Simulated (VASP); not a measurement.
# Ir (P6_3/mmc) in VASP: a series of runs, part 2 of 2

VASP 6.6.1.

## 4. Single point, LDA

This run uses another cell than the first one, of 15.91 Å³/atom, 1.019 times its volume.

INCAR

```
ALGO     = Normal         # electronic algorithm
EDIFF    = 1E-6           # SCF threshold, eV
ENCUT    = 500            # plane-wave cutoff, eV
GGA      = CA             # functional
GGA_COMPAT= F            
ISIF     = 2              # what is computed and relaxed
ISMEAR   = 0              # smearing method
LASPH    = T              # aspherical terms in the spheres
LCHARG   = F              # write CHGCAR
LREAL    = F              # projectors in reciprocal space
LWAVE    = F              # write WAVECAR
NBANDS   = 16             # bands
NELM     = 120            # most SCF steps
PREC     = Accurate       # precision mode
SIGMA    = 0.15           # smearing width, eV
```

KPOINTS

```
k-points
0
Gamma
  18 18 10
```

POSCAR

```
Ir
1.0
    2.8946000000      0.0000000000      0.0000000000
   -1.4473000000      2.5067971338      0.0000000000
    0.0000000000      0.0000000000      4.3862420605
Ir
2
Direct
    0.6666666667      0.3333333333      0.7500000000
    0.3333333333      0.6666666667      0.2500000000
```

Potentials or basis: VASP PAW LDA potentials, release 64 (Ir).

Command:

```console
$ cat potpaw_LDA.64/Ir/POTCAR > POTCAR
$ mpirun -np 1 vasp_std > vasp.out
```

OUTCAR:

```text
EDIFF = 1E-6
   ENCUT = 500
   GGA = CA
   ISIF = 2
   ISMEAR = 0
   LASPH = T
   LREAL = F
   NELM = 120
   PREC = Accurate

 ion  position               nearest neighbor table
   1  0.667  0.333  0.750-   2 2.76   2 2.76   2 2.76   2 2.76   2 2.76   2 2.76
   2  0.333  0.667  0.250-   1 2.76   1 2.76   1 2.76   1 2.76   1 2.76   1 2.76

  LATTYP: Found a hexagonal cell.
 ALAT       =     2.8946000000
 C/A-ratio  =     1.5153188905

  Lattice vectors:

 A1 = (   2.8946000000,   0.0000000000,   0.0000000000)
 A2 = (  -1.4473000000,   2.5067971338,   0.0000000000)
 A3 = (   0.0000000000,   0.0000000000,   4.3862420605)

Analysis of symmetry for initial positions (statically):
=====================================================================
 Subroutine PRICEL returns:
 Original cell was already a primitive cell.

 Routine SETGRP: Setting up the symmetry group for a
 hexagonal supercell.

 Subroutine GETGRP returns: Found 24 space group operations
 (whereof 12 operations were pure point group operations)
 out of a pool of 24 trial point group operations.

The static configuration has the point symmetry D_3d.
 The point group associated with its full space group is D_6h.

Analysis of symmetry for dynamics (positions and initial velocities):
=====================================================================
 Subroutine PRICEL returns:
 Original cell was already a primitive cell.

 Routine SETGRP: Setting up the symmetry group for a
 hexagonal supercell.

 Subroutine GETGRP returns: Found 24 space group operations
 (whereof 12 operations were pure point group operations)
 out of a pool of 24 trial point group operations.

The dynamic configuration has the point symmetry D_3d.
 The point group associated with its full space group is D_6h.

 Subroutine INISYM returns: Found 24 space group operations
 (whereof 12 operations are pure point group operations),
 and found     1 'primitive' translations

----------------------------------------------------------------------------------------

                                     Primitive cell

  volume of cell :      31.8273

  direct lattice vectors                    reciprocal lattice vectors
     2.894600000  0.000000000  0.000000000     0.345470877  0.199457704  0.000000000
    -1.447300000  2.506797134  0.000000000     0.000000000  0.398915407  0.000000000
     0.000000000  0.000000000  4.386242060     0.000000000  0.000000000  0.227985594

  length of vectors
     2.894600000  2.894600000  4.386242060     0.398915407  0.398915407  0.227985594

  position of ions in fractional coordinates (direct lattice)
     0.666666667  0.333333333  0.750000000
     0.333333333  0.666666667  0.250000000

  ion indices of the primitive-cell ions
   primitive index   ion index
                 1           1
                 2           2

----------------------------------------------------------------------------------------

 KPOINTS: k-points

Automatic generation of k-mesh.
 Grid dimensions read from file:
 generate k-points for:   18   18   10

 Generating k-lattice:

  Cartesian coordinates                     Fractional coordinates (reciprocal lattice)
     0.019192826  0.011080984  0.000000000     0.055555556  0.000000000  0.000000000
     0.000000000  0.022161967  0.000000000     0.000000000  0.055555556  0.000000000
     0.000000000  0.000000000  0.022798559     0.000000000  0.000000000  0.100000000

  Length of vectors
     0.022161967  0.022161967  0.022798559

  Shift w.r.t. Gamma in fractional coordinates (k-lattice)
     0.000000000  0.000000000  0.000000000

 Subroutine IBZKPT returns following result:
 ===========================================

 Found    222 irreducible k-points:

 Following reciprocal coordinates:
            Coordinates               Weight
  0.000000  0.000000  0.000000      1.000000
  0.055556  0.000000  0.000000      6.000000
  0.111111  0.000000  0.000000      6.000000
  0.166667 -0.000000  0.000000      6.000000
  0.222222  0.000000  0.000000      6.000000
  0.277778  0.000000  0.000000      6.000000
[... 16 lines left out ...]
  0.333333  0.111111  0.000000     12.000000
  0.388889  0.111111  0.000000     12.000000
 [... further k-points ...]
   k-points           NKPTS =    222   k-points in BZ     NKDIM =    222   number of bands    NBANDS=     16
   number of dos      NEDOS =    301   number of ions     NIONS =      2
   total plane-waves  NPLWV =  18432
   dimension x,y,z NGX =    24 NGY =   24 NGZ =   32
   dimension x,y,z NGXF=    48 NGYF=   48 NGZF=   64
   ions per type =               2
   NGX,Y,Z   is equivalent  to a cutoff of  13.78, 13.78, 12.13 a.u.
   NGXF,Y,Z  is equivalent  to a cutoff of  27.57, 27.57, 24.26 a.u.
 SYSTEM =  unknown system
   PREC   = accura    normal or accurate (medium, high low for compatibility)
   ISTART =      0    job   : 0-new  1-cont  2-samecut
   ICHARG =      2    charge: 1-file 2-atom 10-const
   ISPIN  =      1    spin polarized calculation?
   LNONCOLLINEAR =      F non collinear calculations
   LSORBIT =      F    spin-orbit coupling
   LASPH  =      T    aspherical Exc in radial PAW
   ENCUT  =  500.0 eV  36.75 Ry    6.06 a.u.   5.28  5.28  8.00*2*pi/ulx,y,z
   NELM   =    120;   NELMIN=  2; NELMDL= -5     # of ELM steps
   EDIFF  = 0.1E-05   stopping-criterion for ELM
   LREAL  =      F    real-space projection
   EDIFFG = 0.1E-04   stopping-criterion for IOM
   NSW    =      0    number of steps for IOM
   IBRION =     -1    ionic relax: 0-MD 1-quasi-New 2-CG
   NFREE  =      0    steps in history (QN), initial steepest desc. (CG)
   ISIF   =      2    stress and relaxation
   ISYM   =      2    0-nonsym 1-usesym 2-fastsym
   POTIM  = 0.5000    time-step for ionic-motion
   TEBEG  =    0.0;   TEEND  =   0.0 temperature during run
   PSTRESS=    0.0 pullay stress
   NELECT =      18.0000    total number of electrons
   NUPDOWN=      -1.0000    fix difference up-down
   EMIN   =  10.00;   EMAX   =-10.00  energy-range for DOS
   EFERMI =   0.00;   METHOD = LEGACY
   ISMEAR =     0;   SIGMA  =   0.15  broadening in eV -4-tet -1-fermi 0-gaus
   EFERMI_NEDOS =   21; number of points for ismear=-14 and -15
   IALGO  =     38    algorithm
   IMIX   =      4    mixing-type and parameters
     AMIX     =   0.40;   BMIX     =  1.00
     AMIX_MAG =   1.60;   BMIX_MAG =  1.00
  volume/ion in A,a.u.               =      15.91       107.39
  Fermi-wavevector in a.u.,A,eV,Ry     =   1.353834  2.558376 24.937678  1.832868
  Thomas-Fermi vector in A             =   2.481057
   LORBIT       =      0    0 simple, 1 ext, 2 COOP (PROOUT), +10 PAW based schemes
   GGA     = CA    functional components
   LHFCALC =     F    Hartree Fock is set to
   AEXX    =    0.0000 exact exchange contribution
   IVDW    =     0    specifies the selected vdW correction
   LEPSILON=     F    determine dielectric tensor
   LRPA    =     F    only Hartree local field effects (RPA)
 non-spin polarized calculation
 Gauss-broadening in eV      SIGMA  =   0.15
  energy-cutoff  :      500.00
  volume of cell :       31.83
 maximum number of plane-waves:       828
 NGX is ok and might be reduce to    24
   NGX = 11   NGY = 11   NGZ = 15

 number of electron      17.9999998 magnetization

 Free energy of the ion-electron system (eV)
  ---------------------------------------------------
  ext. energy  EPLUGINS =         0.00000000
  ---------------------------------------------------
  free energy    TOTEN  =       -19.94922488 eV

  energy without entropy =      -19.91028205  energy(sigma->0) =      -19.92975347

 E-fermi :   8.4915     XC(G=0): -13.4617

 val. band max:        8.4848918246   @ k =   0.1667   0.1667   0.5000
 cond. band min:       8.4967664631   @ k =   0.3333   0.2778   0.4000
 fundamental gap:      0.0118746385
 Fermi energy:         8.4914703089

 k-point     1 :       0.0000    0.0000    0.0000
  band No.  band energies     occupation
      1      -1.5380      2.00000
      2       1.5718      2.00000
      3       5.2046      2.00000
      4       5.2046      2.00000
      5       5.7187      2.00000
      6       5.8854      2.00000
[... 8 lines left out ...]
     15      25.8038      0.00000
     16      25.9471      0.00000
[... 419 lines left out ...]
 k-point    24 :       0.3889    0.1111    0.0000
  band No.  band energies     occupation
      1       2.1927      2.00000
      2       2.4177      2.00000
      3       2.7299      2.00000
      4       4.5764      2.00000
      5       4.8196      2.00000
      6       5.6833      2.00000
[... 8 lines left out ...]
     15      18.6799      0.00000
     16      20.6682      0.00000

 [... further k-points ...]
[... 5 lines left out ...]
  --------------------------------------------------------------------------------------
  -------------------------------------------------------------------------------------
  Total       -7.8219967     -7.8219967     -5.3834517      0.0000000     -0.0000000      0.0000000
  in kB     -393.7566225   -393.7566225   -271.0011049      0.0000000     -0.0000000      0.0000000
  external PRESSURE =    -352.8381166 kB  Pullay stress =       0.0000000 kB

 VOLUME and BASIS-vectors are now :
 -----------------------------------------------------------------------------
  energy-cutoff  :      500.00
  volume of cell :       31.83
      direct lattice vectors                 reciprocal lattice vectors
     2.894600000  0.000000000  0.000000000     0.345470877  0.199457704  0.000000000
    -1.447300000  2.506797134  0.000000000     0.000000000  0.398915407  0.000000000
     0.000000000  0.000000000  4.386242060     0.000000000  0.000000000  0.227985594

 POSITION                                       TOTAL-FORCE (eV/Angst)
 -----------------------------------------------------------------------------------
      1.44730      0.83560      3.28968        -0.000000     -0.000000      0.000000
     -0.00000      1.67120      1.09656         0.000000      0.000000      0.000000
 -----------------------------------------------------------------------------------
    total drift:                               -0.000000      0.000000     -0.000000

  FREE ENERGIE OF THE ION-ELECTRON SYSTEM (eV)
  ---------------------------------------------------
  free  energy   TOTEN  =       -19.9492248784 eV

  energy  without entropy=      -19.9102820535  energy(sigma->0) =      -19.92975347
```

Wall time 47 s (1 thread of Intel Xeon Platinum 8488C (Sapphire Rapids), shared host); peak memory 0.21 GiB.

What came out:

```
Free energy            : -19.9492 eV
Pressure               : -35.3 GPa
Band gap on the k mesh : zero (band 9 reaches 9.13 eV, above the bottom of band 10 at 6.51 eV)
```

Levels at points of the mesh, in eV from the Fermi level:
```
           k point  band 5  band 6  band 7  band 8  band 9  band 10  band 11  band 12  band 13  band 14
(0.00, 0.00, 0.00)   -2.77   -2.61   -2.61   -2.53   -2.53     0.16     0.18     0.18     6.89    14.02
(0.50, 0.00, 0.00)   -3.17   -2.72   -2.18    0.15    0.64     1.00     2.30     3.44     7.94    10.05
(0.00, 0.00, 0.50)   -3.57   -3.57   -3.50   -3.50   -0.40    -0.40    -0.40    -0.40    13.65    13.65
(0.50, 0.00, 0.50)   -2.07   -2.07   -0.80   -0.80    0.46     0.46     1.76     1.76     6.49     6.49
```

Caveat: spin-orbit coupling is left out, which moves the levels of the heavy elements.

## 5. Overview

| cell | gap on the mesh (eV) | pressure (GPa) |
| --- | --- | --- |
| a = 2.759, b = 2.759, c = 4.737 Å, angles 90.0, 90.0, 120.0°, 2 atoms | none | -32.3 |
| a = 2.832, b = 2.831, c = 4.532 Å, angles 90.0, 90.0, 120.0°, 2 atoms | none | -34.7 |
| a = 2.895, b = 2.895, c = 4.386 Å, angles 90.0, 90.0, 120.0°, 2 atoms | none | -35.3 |

Alike in all rows: task single point; level LDA; potentials or basis VASP PAW LDA potentials, release 64 (Ir); no spin polarisation; k mesh 18 × 18 × 10; cutoff (eV) 500; smearing gaussian 0.15 eV.

Caveats: spin-orbit coupling is left out, which moves the levels of the heavy elements.

Absolute energies hang on the potentials; compare differences alone.
